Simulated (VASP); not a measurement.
**SnO2: single point with r2SCAN**

SnO2:

```
Sn O
1.0
     4.76022    0.00000    0.08925
     0.00000    4.76022    0.00000
     0.06001    0.00000    3.20057
Sn O
2 4
Direct
  0.00000 0.00000 0.00000
  0.50000 0.50000 0.50000
  0.30589 0.30589 0.00000
  0.19411 0.80589 0.50000
  0.69411 0.69411 0.00000
  0.80589 0.19411 0.50000
```

This cell differs from its parent crystal: strain +0.0375 x Voigt [0, 0, 0, 0, 1, 0].

```yaml
Program: VASP 6.6.1
Task: single point
Functional: r2SCAN
Potentials_or_basis: VASP PAW PBE potentials, release 64 (Sn_d, O)
Cutoff: 520 eV
k_mesh: 6 × 6 × 8
Occupations: gaussian, width 0.05 eV
Spin: no spin polarisation
```

* Pressure: 1.4 GPa
* Largest force: 0.213 eV/Å
* Band gap on the k mesh: 1.79 eV

Forces on the atoms (eV/Å):
```
Sn   0.000  0.000  0.000
Sn   0.000  0.000  0.000
O   -0.034 -0.031  0.208
O    0.034 -0.031 -0.208
O    0.034  0.031 -0.208
O   -0.034  0.031  0.208
```

Stress tensor (GPa, compression positive):
```
 1.20  0.00 -4.54
 0.00  1.14  0.00
-4.54  0.00  1.81
```

Levels at points of the mesh, in eV from the valence-band top:
| k point | band 24 | band 25 | band 26 | band 27 | band 28 | band 29 |
| --- | --- | --- | --- | --- | --- | --- |
| (0.00, 0.00, 0.00) | -0.79 | -0.78 | 0.00 | 1.79 | 6.81 | 7.00 |
| (0.50, 0.00, 0.00) | -1.18 | -0.63 | -0.63 | 4.99 | 4.99 | 7.78 |
| (0.00, 0.50, 0.00) | -1.19 | -0.61 | -0.61 | 5.00 | 5.00 | 7.79 |
| (0.50, 0.50, 0.00) | -1.31 | -0.93 | -0.93 | 5.44 | 5.44 | 8.19 |
| (0.00, 0.00, 0.50) | -1.67 | -1.27 | -1.27 | 6.87 | 6.87 | 10.47 |
| (0.50, 0.00, 0.50) | -1.00 | -0.79 | -0.59 | 7.13 | 7.16 | 8.64 |
| (0.00, 0.50, 0.50) | -1.12 | -0.69 | -0.69 | 7.14 | 7.14 | 8.83 |
| (0.50, 0.50, 0.50) | -1.00 | -0.82 | -0.82 | 5.52 | 5.52 | 9.63 |

It took 12 min on 1 thread of Intel Xeon 8259CL, with other jobs on the host, peak memory 0.33 GiB.

Caveat: the cell differs from its parent crystal (strain +0.0375 x Voigt [0, 0, 0, 0, 1, 0]); the PAW data sets were made with another functional, which shifts forces and pressure a little; spin-orbit coupling is left out, which moves the levels of the heavy elements.
